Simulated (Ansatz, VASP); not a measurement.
Ti5Si3: VASP beside Ansatz

```xyz
16
Lattice="7.4650 0.0000 0.0000 -3.7325 6.4649 0.0000 0.0000 0.0000 5.1620" Properties=species:S:1:pos:R:3 pbc="T T T"
Ti    0.0000    4.3099    0.0000
Ti    3.7325    2.1550    2.5810
Ti    3.7325    2.1550    0.0000
Ti    0.0000    4.3099    2.5810
Ti    1.7169    0.0000    1.2905
Ti    0.8585    1.4869    3.8715
Ti   -0.8585    1.4869    1.2905
Ti    5.7481    0.0000    3.8715
Ti    2.8740    4.9780    1.2905
Ti   -2.8740    4.9780    3.8715
Si    4.4790    0.0000    1.2905
Si    2.2395    3.8789    3.8715
Si   -2.2395    3.8789    1.2905
Si    2.9860    0.0000    3.8715
Si    1.4930    2.5860    1.2905
Si   -1.4930    2.5860    3.8715
```

Alike in both runs: task single point; functional PBEsol; k mesh 3 × 3 × 4; occupations gaussian, width 0.1 eV; no spin polarisation.

```csv
,VASP,Ansatz
version,VASP 6.6.1,Ansatz 0.2.0
potentials or method,"VASP PAW PBE potentials, release 64 (Ti_sv, Si), cutoff 500 eV","scalar-relativistic, plane waves, PAW"
valence electrons in the cell,144,144
```

Ansatz gave:

```
gap on the k mesh at the Fermi level (eV)                     : none
pressure (GPa)                                                : -5.7
traceless stress, the component that is largest in VASP (GPa) : -2.19
rms of the force components (eV/Å)                            : 0.420
```

Question: Which values does VASP return?

Answer: gap on the k mesh at the Fermi level (eV): none; pressure (GPa): -5.7; traceless stress, the component that is largest in VASP (GPa): -2.23; rms of the force components (eV/Å): 0.417.

VASP's potentials were made for PBE, not for PBEsol. Atom by atom the forces differ by 0.003 eV/Å (rms over components). A gap of «none» marks a metal or a gap that the smearing closes.
